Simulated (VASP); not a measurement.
# ZnO (P6_3mc) in VASP: further runs

The runs below take ZnO through single point, with PBE, r2SCAN.

Everything below comes from runs of VASP 6.6.1. Logs are shortened: lines on timing, memory, paths and dates and some standing lists are left out, and cuts for length are marked.

### 1 The cell of the first run

Symmetry: P6_3mc, No. 186, hexagonal system. Conventional cell: a = 3.235 Å, b = 3.235 Å, c = 5.211 Å, α = 90.00°, β = 90.00°, γ = 120.00°. Within 2.6 Å of Zn (site symmetry 3m) lie 4 O at 1.97 to 1.98 Å. Within 2.6 Å of O (site symmetry 3m) lie 4 Zn at 1.97 to 1.98 Å.

### 2 Single point, PBE

INCAR

```
SYSTEM = ZnO
  PREC = Accurate
  ENCUT = 520
  EDIFF = 1E-6
  ISMEAR = -1
  SIGMA = 0.02
  LREAL = .False.
  LASPH = .True.
  NELM = 100
  ALGO = Normal
  ISIF = 2
  LWAVE = .False.
  LCHARG = .True.
  GGA = PE
  LELF = .True.
  LVHAR = .True.
  NBANDS = 26
```

KPOINTS

```
Automatic mesh
0
Gamma
  12 12 6
  0 0 0
```

POSCAR

```
ZnO
1.0
    3.2353408696      0.0000000000      0.0000000000
   -1.6176704348      2.8018873830      0.0000000000
    0.0000000000      0.0000000000      5.2109518159
Zn O
2 2
Direct
    0.3333333333      0.6666666667     -0.0023477545
    0.6666666667      0.3333333333      0.4976522455
    0.3333333333      0.6666666667      0.3773477545
    0.6666666667      0.3333333333      0.8773477545
```

Potentials or basis: VASP PAW PBE potentials, release 64 (Zn, O).

The run is started by

```console
$ cat potpaw_PBE.64/Zn/POTCAR potpaw_PBE.64/O/POTCAR > POTCAR
$ mpirun -np 1 vasp_std > vasp.out
```

OUTCAR:

```text
SYSTEM = ZnO
   PREC = Accurate
   ENCUT = 520
   EDIFF = 1E-6
   ISMEAR = -1
   LREAL = .False.
   LASPH = .True.
   NELM = 100
   ISIF = 2
   GGA = PE

 ion  position               nearest neighbor table
   1  0.333  0.667  0.998-   4 1.97   4 1.97   4 1.97   3 1.98
   2  0.667  0.333  0.498-   3 1.97   3 1.97   3 1.97   4 1.98
   3  0.333  0.667  0.377-   2 1.97   2 1.97   2 1.97   1 1.98
   4  0.667  0.333  0.877-   1 1.97   1 1.97   1 1.97   2 1.98

  LATTYP: Found a hexagonal cell.
 ALAT       =     3.2353408696
 C/A-ratio  =     1.6106345594

  Lattice vectors:

 A1 = (   3.2353408696,   0.0000000000,   0.0000000000)
 A2 = (  -1.6176704348,   2.8018873830,   0.0000000000)
 A3 = (   0.0000000000,   0.0000000000,   5.2109518159)

Analysis of symmetry for initial positions (statically):
=====================================================================
 Subroutine PRICEL returns:
 Original cell was already a primitive cell.

 Routine SETGRP: Setting up the symmetry group for a
 hexagonal supercell.

 Subroutine GETGRP returns: Found 12 space group operations
 (whereof  6 operations were pure point group operations)
 out of a pool of 24 trial point group operations.

The static configuration has the point symmetry C_3v.
 The point group associated with its full space group is C_6v.

Analysis of symmetry for dynamics (positions and initial velocities):
=====================================================================
 Subroutine PRICEL returns:
 Original cell was already a primitive cell.

 Routine SETGRP: Setting up the symmetry group for a
 hexagonal supercell.

 Subroutine GETGRP returns: Found 12 space group operations
 (whereof  6 operations were pure point group operations)
 out of a pool of 24 trial point group operations.

The dynamic configuration has the point symmetry C_3v.
 The point group associated with its full space group is C_6v.

 Subroutine INISYM returns: Found 12 space group operations
 (whereof  6 operations are pure point group operations),
 and found     1 'primitive' translations

----------------------------------------------------------------------------------------

                                     Primitive cell

  volume of cell :      47.2376

  direct lattice vectors                    reciprocal lattice vectors
     3.235340870  0.000000000  0.000000000     0.309086443  0.178451141  0.000000000
    -1.617670435  2.801887383  0.000000000     0.000000000  0.356902282  0.000000000
     0.000000000  0.000000000  5.210951816     0.000000000  0.000000000  0.191903521

  length of vectors
     3.235340870  3.235340870  5.210951816     0.356902282  0.356902282  0.191903521

  position of ions in fractional coordinates (direct lattice)
     0.333333333  0.666666667  0.997652245
     0.666666667  0.333333333  0.497652245
     0.333333333  0.666666667  0.377347755
     0.666666667  0.333333333  0.877347755

  ion indices of the primitive-cell ions
   primitive index   ion index
                 1           1
                 2           2
                 3           3
                 4           4

----------------------------------------------------------------------------------------

 KPOINTS: Automatic mesh

Automatic generation of k-mesh.
 Grid dimensions read from file:
 generate k-points for:   12   12    6

 Generating k-lattice:

  Cartesian coordinates                     Fractional coordinates (reciprocal lattice)
     0.025757204  0.014870928  0.000000000     0.083333333  0.000000000  0.000000000
     0.000000000  0.029741857  0.000000000     0.000000000  0.083333333  0.000000000
     0.000000000  0.000000000  0.031983920     0.000000000  0.000000000  0.166666667

  Length of vectors
     0.029741857  0.029741857  0.031983920

  Shift w.r.t. Gamma in fractional coordinates (k-lattice)
     0.000000000  0.000000000  0.000000000

 Subroutine IBZKPT returns following result:
 ===========================================

 Found     76 irreducible k-points:

 Following reciprocal coordinates:
            Coordinates               Weight
  0.000000  0.000000  0.000000      1.000000
  0.083333  0.000000  0.000000      6.000000
  0.166667  0.000000  0.000000      6.000000
  0.250000  0.000000  0.000000      6.000000
  0.333333  0.000000  0.000000      6.000000
  0.416667  0.000000  0.000000      6.000000
[... 16 lines left out ...]
  0.250000  0.000000  0.166667     12.000000
  0.333333  0.000000  0.166667     12.000000
 [... further k-points ...]
   k-points           NKPTS =     76   k-points in BZ     NKDIM =     76   number of bands    NBANDS=     26
   number of dos      NEDOS =    301   number of ions     NIONS =      4
   total plane-waves  NPLWV =  23040
   dimension x,y,z NGX =    24 NGY =   24 NGZ =   40
   dimension x,y,z NGXF=    48 NGYF=   48 NGZF=   80
   ions per type =               2   2
   NGX,Y,Z   is equivalent  to a cutoff of  12.33, 12.33, 12.76 a.u.
   NGXF,Y,Z  is equivalent  to a cutoff of  24.66, 24.66, 25.52 a.u.
 SYSTEM =  ZnO
   PREC   = accura    normal or accurate (medium, high low for compatibility)
   ISTART =      0    job   : 0-new  1-cont  2-samecut
   ICHARG =      2    charge: 1-file 2-atom 10-const
   ISPIN  =      1    spin polarized calculation?
   LNONCOLLINEAR =      F non collinear calculations
   LSORBIT =      F    spin-orbit coupling
   LASPH  =      T    aspherical Exc in radial PAW
   ENCUT  =  520.0 eV  38.22 Ry    6.18 a.u.   6.02  6.02  9.69*2*pi/ulx,y,z
   NELM   =    100;   NELMIN=  2; NELMDL= -5     # of ELM steps
   EDIFF  = 0.1E-05   stopping-criterion for ELM
   LREAL  =      F    real-space projection
   EDIFFG = 0.1E-04   stopping-criterion for IOM
   NSW    =      0    number of steps for IOM
   IBRION =     -1    ionic relax: 0-MD 1-quasi-New 2-CG
   NFREE  =      0    steps in history (QN), initial steepest desc. (CG)
   ISIF   =      2    stress and relaxation
   ISYM   =      2    0-nonsym 1-usesym 2-fastsym
   POTIM  = 0.5000    time-step for ionic-motion
   TEBEG  =    0.0;   TEEND  =   0.0 temperature during run
   PSTRESS=    0.0 pullay stress
   NELECT =      36.0000    total number of electrons
   NUPDOWN=      -1.0000    fix difference up-down
   EMIN   =  10.00;   EMAX   =-10.00  energy-range for DOS
   EFERMI =   0.00;   METHOD = LEGACY
   ISMEAR =    -1;   SIGMA  =   0.02  broadening in eV -4-tet -1-fermi 0-gaus
   EFERMI_NEDOS =   21; number of points for ismear=-14 and -15
   IALGO  =     38    algorithm
   IMIX   =      4    mixing-type and parameters
     AMIX     =   0.40;   BMIX     =  1.00
     AMIX_MAG =   1.60;   BMIX_MAG =  1.00
  volume/ion in A,a.u.               =      11.81        79.69
  Fermi-wavevector in a.u.,A,eV,Ry     =   1.495362  2.825825 30.424099  2.236108
  Thomas-Fermi vector in A             =   2.607517
   LORBIT       =      0    0 simple, 1 ext, 2 COOP (PROOUT), +10 PAW based schemes
   GGA     = PE    functional components
   LHFCALC =     F    Hartree Fock is set to
   AEXX    =    0.0000 exact exchange contribution
   IVDW    =     0    specifies the selected vdW correction
   LEPSILON=     F    determine dielectric tensor
   LRPA    =     F    only Hartree local field effects (RPA)
 non-spin polarized calculation
  energy-cutoff  :      520.00
  volume of cell :       47.24
 maximum number of plane-waves:      1296
   NGX = 13   NGY = 13   NGZ = 19

 number of electron      36.0000032 magnetization

 Free energy of the ion-electron system (eV)
  ---------------------------------------------------
  ext. energy  EPLUGINS =         0.00000000
  ---------------------------------------------------
  free energy    TOTEN  =       -17.80855324 eV

  energy without entropy =      -17.80855324  energy(sigma->0) =      -17.80855324

 E-fermi :   1.6837     XC(G=0): -10.9525

 val. band max:        1.2767082348   @ k =   0.0000   0.0000   0.0000
 cond. band min:       2.0702983178   @ k =   0.0000   0.0000   0.0000
 fundamental gap:      0.7935900830
 Fermi energy:         1.6836533631

 k-point     1 :       0.0000    0.0000    0.0000
  band No.  band energies     occupation
      1     -16.8802      2.00000
      2     -16.1464      2.00000
      3      -4.4618      2.00000
      4      -4.4618      2.00000
      5      -4.4234      2.00000
      6      -4.4081      2.00000
[... 18 lines left out ...]
     25      15.4833      0.00000
     26      15.4833      0.00000

 k-point     2 :       0.0833    0.0000    0.0000
  band No.  band energies     occupation
      1     -16.8414      2.00000
      2     -16.1290      2.00000
      3      -4.5098      2.00000
      4      -4.4389      2.00000
      5      -4.3831      2.00000
      6      -4.3671      2.00000
[... 18 lines left out ...]
     25      15.4520      0.00000
     26      15.5787      0.00000

 k-point     3 :       0.1667    0.0000    0.0000
  band No.  band energies     occupation
      1     -16.7317      2.00000
      2     -16.0826      2.00000
      3      -4.6187      2.00000
      4      -4.3785      2.00000
      5      -4.3512      2.00000
      6      -4.2848      2.00000
[... 18 lines left out ...]
     25      15.3842      0.00000
     26      15.6766      0.00000

 k-point     4 :       0.2500    0.0000    0.0000
  band No.  band energies     occupation
      1     -16.5722      2.00000
      2     -16.0238      2.00000
      3      -4.7285      2.00000
      4      -4.3775      2.00000
      5      -4.3042      2.00000
      6      -4.1829      2.00000
[... 18 lines left out ...]
     25      14.6903      0.00000
     26      15.5321      0.00000
[... 496 lines left out ...]
      1     -16.6896      2.00000
      2     -16.1273      2.00000
      3      -4.6513      2.00000
      4      -4.4732      2.00000
      5      -4.3687      2.00000
      6      -4.3177      2.00000
[... 18 lines left out ...]
     25      14.5490      0.00000
     26      15.4612      0.00000

 k-point    23 :       0.2500    0.0000    0.1667
  band No.  band energies     occupation
      1     -16.5357      2.00000
      2     -16.0607      2.00000
      3      -4.7599      2.00000
      4      -4.4880      2.00000
      5      -4.2900      2.00000
      6      -4.2065      2.00000
[... 18 lines left out ...]
     25      14.6902      0.00000
     26      15.3995      0.00000

 k-point    24 :       0.3333    0.0000    0.1667
  band No.  band energies     occupation
      1     -16.3674      2.00000
      2     -16.0028      2.00000
      3      -4.8140      2.00000
      4      -4.5245      2.00000
      5      -4.2230      2.00000
      6      -4.0727      2.00000
[... 18 lines left out ...]
     25      14.7561      0.00000
     26      15.3579      0.00000

 [... further k-points ...]

------------------------ aborting loop because EDIFF is reached ----------------------------------------

  FORCE on cell =-STRESS in cart. coord.  units (eV):
  Direction    XX          YY          ZZ          XY          YZ          ZX
  --------------------------------------------------------------------------------------
  -------------------------------------------------------------------------------------
  Total        2.1134093      2.1134093      2.1478872      0.0000000      0.0000000      0.0000000
  in kB       71.6813889     71.6813889     72.8507921      0.0000000      0.0000000      0.0000000
  external PRESSURE =      72.0711900 kB  Pullay stress =       0.0000000 kB

 VOLUME and BASIS-vectors are now :
 -----------------------------------------------------------------------------
  energy-cutoff  :      520.00
  volume of cell :       47.24
      direct lattice vectors                 reciprocal lattice vectors
     3.235340870  0.000000000  0.000000000     0.309086443  0.178451141  0.000000000
    -1.617670435  2.801887383  0.000000000     0.000000000  0.356902282  0.000000000
     0.000000000  0.000000000  5.210951816     0.000000000  0.000000000  0.191903521

 POSITION                                       TOTAL-FORCE (eV/Angst)
 -----------------------------------------------------------------------------------
     -0.00000      1.86792      5.19872        -0.000000      0.000000      0.003190
      1.61767      0.93396      2.59324        -0.000000      0.000000      0.003190
     -0.00000      1.86792      1.96634         0.000000      0.000000     -0.003190
      1.61767      0.93396      4.57182        -0.000000     -0.000000     -0.003190
 -----------------------------------------------------------------------------------
    total drift:                                0.000001      0.000001     -0.004315

  FREE ENERGIE OF THE ION-ELECTRON SYSTEM (eV)
  ---------------------------------------------------
  free  energy   TOTEN  =       -17.8085532408 eV

  energy  without entropy=      -17.8085532408  energy(sigma->0) =      -17.80855324
```

It took 2.3 min on 1 thread of AMD EPYC 7R43 (Zen 3), shared host; peak memory 0.17 GiB.

What came out:

| Property | Result |
| --- | --- |
| Free energy | -17.8086 eV |
| Pressure | 7.2 GPa |
| Largest force | 0.003 eV/Å |
| Band gap on the k mesh | 0.79 eV |

Forces on the atoms (eV/Å):
```
Zn   0.000  0.000  0.003
Zn   0.000  0.000  0.003
O    0.000  0.000 -0.003
O    0.000  0.000 -0.003
```

Stress tensor (GPa, compression positive):
```
7.17 0.00 0.00
0.00 7.17 0.00
0.00 0.00 7.29
```

Caveat: the cell stands under pressure.

### 3 Single point, r2SCAN (strain -2.0%)

POSCAR

```
ZnO
1.0
    3.1706340522      0.0000000000      0.0000000000
   -1.5853170261      2.7458496354      0.0000000000
    0.0000000000      0.0000000000      5.1067327796
Zn O
2 2
Direct
    0.3333333333      0.6666666667     -0.0023477545
    0.6666666667      0.3333333333      0.4976522455
    0.3333333333      0.6666666667      0.3773477545
    0.6666666667      0.3333333333      0.8773477545
```

INCAR.step1

```
ALGO = Normal
EDIFF = 1E-4
ENCUT = 520
GGA = PE
ISMEAR = 0
LASPH = True
LCHARG = False
LREAL = False
LWAVE = True
NBANDS = 26
NELM = 60
PREC = Accurate
SIGMA = 0.01
```

INCAR.step2

```
ALGO = Normal
EDIFF = 1E-6
ENCUT = 520
ISIF = 2
ISMEAR = 0
ISTART = 1
LASPH = True
LCHARG = False
LMIXTAU = True
LREAL = False
LWAVE = False
METAGGA = R2SCAN
NBANDS = 26
NELM = 60
PREC = Accurate
SIGMA = 0.01
```

KPOINTS

```
k-points
0
Gamma
  12 12 6
```

Potentials or basis: VASP PAW PBE potentials, release 64 (Zn, O).

The run is started by

```console
$ cat potpaw_PBE.64/Zn/POTCAR potpaw_PBE.64/O/POTCAR > POTCAR
$ cp INCAR.step1 INCAR
$ mpirun -np 1 vasp_std > vasp.out
$ cp INCAR.step2 INCAR
$ mpirun -np 1 vasp_std > vasp.out
```

Wall time 6.5 min (1 thread of AMD EPYC 7R43 (Zen 3), shared host); peak memory 0.18 GiB.

It converged, with:

- Free energy: -36.2110 eV
- Pressure: 11.8 GPa
- Largest force: 0.011 eV/Å
- Band gap on the k mesh: 1.33 eV

Forces in eV/Å, atoms in the order of the input:
```
Zn   0.000  0.000  0.011
Zn   0.000  0.000  0.011
O    0.000  0.000 -0.011
O    0.000  0.000 -0.011
```

Levels at points of the mesh, in eV from the valence-band top:
```
           k point  band 15  band 16  band 17  band 18  band 19  band 20  band 21  band 22
(0.00, 0.00, 0.00)    -0.89    -0.12     0.00     0.00     1.33     6.11     9.05    14.04
(0.50, 0.00, 0.00)    -3.05    -2.55    -1.41    -0.95     6.70     7.44     8.16     9.74
(0.00, 0.00, 0.50)    -0.44    -0.44    -0.44    -0.44     4.09     4.09    11.08    11.08
(0.50, 0.00, 0.50)    -1.69    -1.69    -1.53    -1.53     6.35     6.35     9.55     9.55
```

Caveat: the cell differs from its parent crystal (strain -2.0%); the cell stands under pressure; the PAW data sets were made with another functional, which shifts forces and pressure a little.

(Part 1 of 3 ends here.)
